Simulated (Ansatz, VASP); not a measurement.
**One calculation of Al, two programs**

```xyz
1
Lattice="-1.5912 1.5912 1.5912 1.5912 -1.5912 1.5912 1.5912 1.5912 -1.5912" Properties=species:S:1:pos:R:3 pbc="T T T"
Al    0.0000    0.0000    0.0000
```

Alike in both runs: functional r2SCAN; k mesh 7 × 7 × 7; occupations fermi-dirac, width 0.05 eV; no spin polarisation.

|  | VASP | Ansatz |
| --- | --- | --- |
| version | VASP 6.6.1 | Ansatz 0.2.0 |
| potentials or method | VASP PAW PBE potentials, release 64 (Al) | Ansatz PAW |
| plane-wave cutoff (eV) | 520 | 500 |
| valence electrons in the cell | 3 | 3 |
| task | single point | band structure |

Ansatz gave:

| Property | Result |
| --- | --- |
| gap on the k mesh at the Fermi level (eV) | none |
| pressure (GPa) | -0.4 |

What did VASP give for the same quantities?

gap on the k mesh at the Fermi level (eV): none; pressure (GPa): -0.7.

VASP's potentials were made for PBE, not for r2SCAN. A gap of «none» marks a metal or a gap that the smearing closes. The functional is the same, so the differences come from potentials, cutoffs and numerics.

The k mesh is coarse, so the values compare programs but aren't converged.
